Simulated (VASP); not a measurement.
# BN (R3m) in VASP: a series of runs

BN is run at these levels: PBEsol; tasks: single point.

Program: VASP 6.6.1. These are calculated values, not measurements. Logs are shortened: lines on timing, memory, paths and dates and some standing lists are left out, and cuts for length are marked.

## Step 1: The cell of the first run

Symmetry: R3m, No. 160, trigonal system. The conventional cell has a = 2.472 Å, b = 2.472 Å, c = 7.927 Å, α = 90.00°, β = 90.00°, γ = 120.00°. N (site symmetry 3m) has 3 B at 1.43 Å within 1.9 Å. Within 1.9 Å of B (site symmetry 3m) lie 3 N at 1.43 Å.

## Step 2: Single point, PBEsol

Contents of INCAR:

```
SYSTEM = BN
ALGO = Normal ; EDIFF = 1E-7
ENCUT = 520 ; GGA = PS
ISIF = 2 ; ISMEAR = -1
LASPH = .True. ; LCHARG = .True.
LELF = .True. ; LREAL = .False.
LVHAR = .True. ; LWAVE = .False.
NBANDS = 11 ; NELM = 80
PREC = Accurate ; SIGMA = 0.05
```

Contents of KPOINTS:

```
k-points
0
Gamma
  12 12 12
  0 0 0
```

Contents of POSCAR:

```
BN
1.0
    1.2357604277      0.7134666156      2.6423620085
   -1.2357604277      0.7134666156      2.6423620085
    0.0000000000     -1.4269332312      2.6423620085
N B
1 1
Direct
    0.6693125524      0.6693125524      0.6693125524
   -0.0017455524     -0.0017455524     -0.0017455524
```

Potentials or basis: VASP PAW PBE potentials, release 64 (N, B).

Started as:

```console
$ cat potpaw_PBE.64/N/POTCAR potpaw_PBE.64/B/POTCAR > POTCAR
$ mpirun -np 1 vasp_std > vasp.out
```

OUTCAR:

```text
SYSTEM = BN
   EDIFF = 1E-7
   ENCUT = 520
   GGA = PS
   ISIF = 2
   ISMEAR = -1
   LASPH = .True.
   LREAL = .False.
   NELM = 80
   PREC = Accurate

 ion  position               nearest neighbor table
   1  0.669  0.669  0.669-   2 1.43   2 1.43   2 1.43
   2  0.998  0.998  0.998-   1 1.43   1 1.43   1 1.43

  LATTYP: Found a trigonal (rhomboedric) cell.
 ALAT       =     3.0030343705
 COS(alpha) =     0.6613290409

  Lattice vectors:

 A1 = (   1.2357604277,   0.7134666156,   2.6423620085)
 A2 = (  -1.2357604277,   0.7134666156,   2.6423620085)
 A3 = (   0.0000000000,  -1.4269332312,   2.6423620085)

Analysis of symmetry for initial positions (statically):
=====================================================================
 Subroutine PRICEL returns:
 Original cell was already a primitive cell.

 Routine SETGRP: Setting up the symmetry group for a
 trigonal (rhombohedral) supercell.

 Subroutine GETGRP returns: Found  6 space group operations
 (whereof  6 operations were pure point group operations)
 out of a pool of 12 trial point group operations.

The static configuration has the point symmetry C_3v.

Analysis of symmetry for dynamics (positions and initial velocities):
=====================================================================
 Subroutine PRICEL returns:
 Original cell was already a primitive cell.

 Routine SETGRP: Setting up the symmetry group for a
 trigonal (rhombohedral) supercell.

 Subroutine GETGRP returns: Found  6 space group operations
 (whereof  6 operations were pure point group operations)
 out of a pool of 12 trial point group operations.

The dynamic configuration has the point symmetry C_3v.

 Subroutine INISYM returns: Found  6 space group operations
 (whereof  6 operations are pure point group operations),
 and found     1 'primitive' translations

----------------------------------------------------------------------------------------

                                     Primitive cell

  volume of cell :      13.9782

  direct lattice vectors                    reciprocal lattice vectors
     1.235760428  0.713466616  2.642362009     0.404609169  0.233601213  0.126149760
    -1.235760428  0.713466616  2.642362009    -0.404609169  0.233601213  0.126149760
     0.000000000 -1.426933231  2.642362009     0.000000000 -0.467202426  0.126149760

  length of vectors
     3.003034370  3.003034370  3.003034370     0.483933744  0.483933744  0.483933744

  position of ions in fractional coordinates (direct lattice)
     0.669312552  0.669312552  0.669312552
     0.998254448  0.998254448  0.998254448

  ion indices of the primitive-cell ions
   primitive index   ion index
                 1           1
                 2           2

----------------------------------------------------------------------------------------

 KPOINTS: k-points

Automatic generation of k-mesh.
 Grid dimensions read from file:
 generate k-points for:   12   12   12

 Generating k-lattice:

  Cartesian coordinates                     Fractional coordinates (reciprocal lattice)
     0.033717431  0.019466768  0.010512480     0.083333333  0.000000000 -0.000000000
    -0.033717431  0.019466768  0.010512480     0.000000000  0.083333333 -0.000000000
     0.000000000 -0.038933535  0.010512480    -0.000000000 -0.000000000  0.083333333

  Length of vectors
     0.040327812  0.040327812  0.040327812

  Shift w.r.t. Gamma in fractional coordinates (k-lattice)
     0.000000000  0.000000000  0.000000000

 Subroutine IBZKPT returns following result:
 ===========================================

 Found    189 irreducible k-points:

 Following reciprocal coordinates:
            Coordinates               Weight
  0.000000  0.000000  0.000000      1.000000
  0.083333  0.000000  0.000000      6.000000
  0.166667 -0.000000  0.000000      6.000000
  0.250000  0.000000  0.000000      6.000000
  0.333333 -0.000000  0.000000      6.000000
  0.416667 -0.000000  0.000000      6.000000
[... 16 lines left out ...]
  0.500000  0.166667 -0.000000     12.000000
 -0.416667  0.166667 -0.000000     12.000000
 [... further k-points ...]
   k-points           NKPTS =    189   k-points in BZ     NKDIM =    189   number of bands    NBANDS=     11
   number of dos      NEDOS =    301   number of ions     NIONS =      2
   total plane-waves  NPLWV =  13824
   dimension x,y,z NGX =    24 NGY =   24 NGZ =   24
   dimension x,y,z NGXF=    48 NGYF=   48 NGZF=   48
   ions per type =               1   1
   NGX,Y,Z   is equivalent  to a cutoff of  13.29, 13.29, 13.29 a.u.
   NGXF,Y,Z  is equivalent  to a cutoff of  26.57, 26.57, 26.57 a.u.
 SYSTEM =  BN
   PREC   = accura    normal or accurate (medium, high low for compatibility)
   ISTART =      0    job   : 0-new  1-cont  2-samecut
   ICHARG =      2    charge: 1-file 2-atom 10-const
   ISPIN  =      1    spin polarized calculation?
   LNONCOLLINEAR =      F non collinear calculations
   LSORBIT =      F    spin-orbit coupling
   LASPH  =      T    aspherical Exc in radial PAW
   ENCUT  =  520.0 eV  38.22 Ry    6.18 a.u.   5.58  5.58  5.58*2*pi/ulx,y,z
   NELM   =     80;   NELMIN=  2; NELMDL= -5     # of ELM steps
   EDIFF  = 0.1E-06   stopping-criterion for ELM
   LREAL  =      F    real-space projection
   EDIFFG = 0.1E-05   stopping-criterion for IOM
   NSW    =      0    number of steps for IOM
   IBRION =     -1    ionic relax: 0-MD 1-quasi-New 2-CG
   NFREE  =      0    steps in history (QN), initial steepest desc. (CG)
   ISIF   =      2    stress and relaxation
   ISYM   =      2    0-nonsym 1-usesym 2-fastsym
   POTIM  = 0.5000    time-step for ionic-motion
   TEBEG  =    0.0;   TEEND  =   0.0 temperature during run
   PSTRESS=    0.0 pullay stress
   NELECT =       8.0000    total number of electrons
   NUPDOWN=      -1.0000    fix difference up-down
   EMIN   =  10.00;   EMAX   =-10.00  energy-range for DOS
   EFERMI =   0.00;   METHOD = LEGACY
   ISMEAR =    -1;   SIGMA  =   0.05  broadening in eV -4-tet -1-fermi 0-gaus
   EFERMI_NEDOS =   21; number of points for ismear=-14 and -15
   IALGO  =     38    algorithm
   IMIX   =      4    mixing-type and parameters
     AMIX     =   0.40;   BMIX     =  1.00
     AMIX_MAG =   1.60;   BMIX_MAG =  1.00
  volume/ion in A,a.u.               =       6.99        47.16
  Fermi-wavevector in a.u.,A,eV,Ry     =   1.359213  2.568541 25.136235  1.847461
  Thomas-Fermi vector in A             =   2.485981
   LORBIT       =      0    0 simple, 1 ext, 2 COOP (PROOUT), +10 PAW based schemes
   GGA     = PS    functional components
   LHFCALC =     F    Hartree Fock is set to
   AEXX    =    0.0000 exact exchange contribution
   IVDW    =     0    specifies the selected vdW correction
   LEPSILON=     F    determine dielectric tensor
   LRPA    =     F    only Hartree local field effects (RPA)
 non-spin polarized calculation
  energy-cutoff  :      520.00
  volume of cell :       13.98
 maximum number of plane-waves:       391
 NGX is ok and might be reduce to    24
   NGX = 11   NGY = 11   NGZ = 11

 number of electron       8.0000000 magnetization

 Free energy of the ion-electron system (eV)
  ---------------------------------------------------
  ext. energy  EPLUGINS =         0.00000000
  ---------------------------------------------------
  free energy    TOTEN  =       -18.09644156 eV

  energy without entropy =      -18.09644156  energy(sigma->0) =      -18.09644156

 E-fermi :   5.8219     XC(G=0): -11.8958

 val. band max:        4.7951842779   @ k =  -0.2500   0.2500   0.0000
 cond. band min:       8.2053983804   @ k =   0.5000   0.5000   0.0000
 fundamental gap:      3.4102141025
 Fermi energy:         5.8218923427

 k-point     1 :       0.0000    0.0000    0.0000
  band No.  band energies     occupation
      1     -14.0725      2.00000
      2       2.1844      2.00000
      3       3.3367      2.00000
      4       3.3367      2.00000
      5      11.8474      0.00000
      6      16.4946      0.00000
      7      16.4946      0.00000
      8      18.0483      0.00000
      9      21.6275      0.00000
     10      31.5538      0.00000
     11      33.2332      0.00000

 k-point     2 :       0.0833    0.0000    0.0000
  band No.  band energies     occupation
      1     -13.9176      2.00000
      2       2.2591      2.00000
      3       2.7592      2.00000
      4       3.0776      2.00000
      5      12.1630      0.00000
      6      16.3238      0.00000
      7      17.1006      0.00000
      8      17.7167      0.00000
      9      21.9880      0.00000
     10      31.2860      0.00000
     11      31.4991      0.00000

 k-point     3 :       0.1667   -0.0000    0.0000
  band No.  band energies     occupation
      1     -13.4606      2.00000
      2       1.2122      2.00000
      3       2.4466      2.00000
      4       2.5813      2.00000
      5      12.8547      0.00000
      6      15.8229      0.00000
      7      17.0322      0.00000
      8      18.7494      0.00000
      9      22.8726      0.00000
     10      28.9320      0.00000
     11      29.3179      0.00000

 k-point     4 :       0.2500    0.0000    0.0000
  band No.  band energies     occupation
      1     -12.7287      2.00000
      2      -0.7044      2.00000
      3       1.7155      2.00000
      4       3.0374      2.00000
      5      13.0570      0.00000
      6      15.1495      0.00000
      7      17.0198      0.00000
      8      21.0870      0.00000
      9      23.5496      0.00000
     10      27.4257      0.00000
     11      27.5644      0.00000

 k-point     5 :       0.3333   -0.0000    0.0000
  band No.  band energies     occupation
      1     -11.7920      2.00000
      2      -2.6555      2.00000
      3       1.0878      2.00000
      4       3.6425      2.00000
      5      11.9312      0.00000
      6      15.2863      0.00000
      7      17.7479      0.00000
      8      23.3463      0.00000
      9      23.6728      0.00000
     10      26.3581      0.00000
     11      27.3948      0.00000
[... 211 lines left out ...]
 k-point    21 :       0.3333    0.1667    0.0000
  band No.  band energies     occupation
      1     -12.1445      2.00000
      2      -1.1031      2.00000
      3       0.6250      2.00000
      4       2.4162      2.00000
      5      12.6705      0.00000
      6      16.2361      0.00000
      7      17.4953      0.00000
      8      21.0576      0.00000
      9      23.4170      0.00000
     10      26.8611      0.00000
     11      31.8031      0.00000

 k-point    22 :       0.4167    0.1667   -0.0000
  band No.  band energies     occupation
      1     -11.2376      2.00000
      2      -2.6974      2.00000
      3      -0.1674      2.00000
      4       3.0129      2.00000
      5      11.5347      0.00000
      6      17.0829      0.00000
      7      18.1529      0.00000
      8      21.4659      0.00000
      9      23.4899      0.00000
     10      27.6143      0.00000
     11      31.1741      0.00000

 k-point    23 :       0.5000    0.1667   -0.0000
  band No.  band energies     occupation
      1     -10.3776      2.00000
      2      -4.0701      2.00000
      3      -0.6593      2.00000
      4       3.7808      2.00000
      5      10.5573      0.00000
      6      17.0137      0.00000
      7      18.9822      0.00000
      8      21.1191      0.00000
      9      24.6489      0.00000
     10      27.8273      0.00000
     11      31.1692      0.00000

 k-point    24 :      -0.4167    0.1667   -0.0000
  band No.  band energies     occupation
      1     -10.0562      2.00000
      2      -4.5788      2.00000
      3      -0.8377      2.00000
      4       4.4844      2.00000
      5      10.0137      0.00000
      6      16.7597      0.00000
      7      19.2104      0.00000
      8      20.4887      0.00000
      9      25.0996      0.00000
     10      28.3167      0.00000
     11      30.9826      0.00000

 [... further k-points ...]
[... 5 lines left out ...]
  --------------------------------------------------------------------------------------
  -------------------------------------------------------------------------------------
  Total        1.8125890      1.8125890      1.7330105      0.0000000      0.0000000      0.0000000
  in kB      207.7583112    207.7583112    198.6370610      0.0000000      0.0000000      0.0000000
  external PRESSURE =     204.7178944 kB  Pullay stress =       0.0000000 kB

 VOLUME and BASIS-vectors are now :
 -----------------------------------------------------------------------------
  energy-cutoff  :      520.00
  volume of cell :       13.98
      direct lattice vectors                 reciprocal lattice vectors
     1.235760428  0.713466616  2.642362009     0.404609169  0.233601213  0.126149760
    -1.235760428  0.713466616  2.642362009    -0.404609169  0.233601213  0.126149760
     0.000000000 -1.426933231  2.642362009     0.000000000 -0.467202426  0.126149760

 POSITION                                       TOTAL-FORCE (eV/Angst)
 -----------------------------------------------------------------------------------
      0.00000      0.00000      5.30570         0.000000     -0.000000      0.000499
      0.00000      0.00000      7.91325         0.000000      0.000000     -0.000499
 -----------------------------------------------------------------------------------
    total drift:                                0.000000      0.000000      0.000042

  FREE ENERGIE OF THE ION-ELECTRON SYSTEM (eV)
  ---------------------------------------------------
  free  energy   TOTEN  =       -18.0964415648 eV

  energy  without entropy=      -18.0964415647  energy(sigma->0) =      -18.09644156
```

It took 16 s on 1 thread of Intel Xeon Platinum 8488C (Sapphire Rapids), shared host; peak memory 0.15 GiB.

What came out:

```
Free energy            : -18.0964 eV
Pressure               : 20.5 GPa
Band gap on the k mesh : 3.41 eV, indirect (least direct gap 4.89 eV)
```

Caveat: the PAW data sets were made with another functional, which shifts forces and pressure a little.

(Part 1 of 2 ends here.)
